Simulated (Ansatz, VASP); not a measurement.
One calculation of Bi2Te3, two programs

INCAR

```
SYSTEM = Bi2Te3
PREC     = Accurate       ! precision mode
ENCUT    = 520            ! plane-wave cutoff, eV
EDIFF    = 1E-6           ! SCF threshold, eV
ISMEAR   = -1             ! smearing method
SIGMA    = 0.08           ! smearing width, eV
LREAL    = .FALSE.        ! projectors in reciprocal space
LASPH    = .TRUE.         ! aspherical terms in the spheres
NELM     = 60             ! most SCF steps
ALGO     = Normal         ! electronic algorithm
ISIF     = 2              ! what is computed and relaxed
LWAVE    = .FALSE.        ! write WAVECAR
LCHARG   = .FALSE.        ! write CHGCAR
GGA      = PE             ! functional
NBANDS   = 32             ! bands
```

Contents of KPOINTS:

```
Automatic mesh
0
G
  7 7 7
  0 0 0
```

The input POSCAR:

```
Bi2Te3
1.0
    2.2587905752      1.3041133466     10.1656700000
   -2.2587905752      1.3041133466     10.1656700000
    0.0000000000     -2.6082266932     10.1656700000
Bi Te
2 3
Direct
    0.4000000000      0.4000000000      0.4000000000
    0.6000000000      0.6000000000      0.6000000000
    0.0000000000      0.0000000000      0.0000000000
    0.2095000000      0.2095000000      0.2095000000
    0.7905000000      0.7905000000      0.7905000000
```

Input for Ansatz:

```yaml
crystal:
  lattice:
    - [2.2587905752, 1.3041133466, 10.16567]
    - [-2.2587905752, 1.3041133466, 10.16567]
    - [0.0, -2.6082266932, 10.16567]
  atoms:
    - { symbol: Bi, position: [0.4, 0.4, 0.4] }
    - { symbol: Bi, position: [0.6, 0.6, 0.6] }
    - { symbol: Te, position: [0.0, 0.0, 0.0] }
    - { symbol: Te, position: [0.2095, 0.2095, 0.2095] }
    - { symbol: Te, position: [0.7905, 0.7905, 0.7905] }
kpoints:
  mp_grid: { grid: [7, 7, 7] }
  band_path:
    path:
      - [0.0, 0.0, 0.0]
      - [0.5, 0.5, 0.5]
      - [0.822361798, 0.177638202, 0.5]
      - [0.5, -0.177638202, 0.177638202]
      - [0.5, 0.0, 0.0]
      - [0.0, 0.0, 0.0]
      - [0.338819101, -0.338819101, 0.0]
      - [0.661180899, 0.0, 0.338819101]
      - [0.5, 0.0, 0.5]
    npoints: 5
scf:
  occupations: { method: fermi_dirac, width: 0.08 }
hamiltonian:
  xc: pbe
  pseudopotentials: { kind: all_electron, lapw: { basis_error: 0.001 } }
output:
  forces: true
  stress: true
  eigenvalues: true
```

Change from the starting cell: equal xx and yy strain of +3 %.

Alike in both runs: task single point; functional PBE; k mesh 7 × 7 × 7; occupations fermi-dirac, width 0.08 eV; no spin polarisation.

|  | VASP | Ansatz |
| --- | --- | --- |
| version | VASP 6.6.1 | Ansatz 0.2.0 |
| potentials or method | VASP PAW PBE potentials, release 64 (Bi_d, Te), cutoff 520 eV | all-electron LAPW, scalar-relativistic |

```csv
,VASP,Ansatz,Ansatz less VASP
pressure (GPa),-0.9,-0.9,+0.04
"traceless stress, the component that is largest in VASP (GPa)",0.35,0.35,+0.001
rms of the force components (eV/Å),0.125,0.129,+0.0037
```

Atom by atom the forces differ by 0.004 eV/Å (rms over components). Ansatz ran all-electron here, and VASP with PAW potentials.

Neither program's run includes spin-orbit coupling.
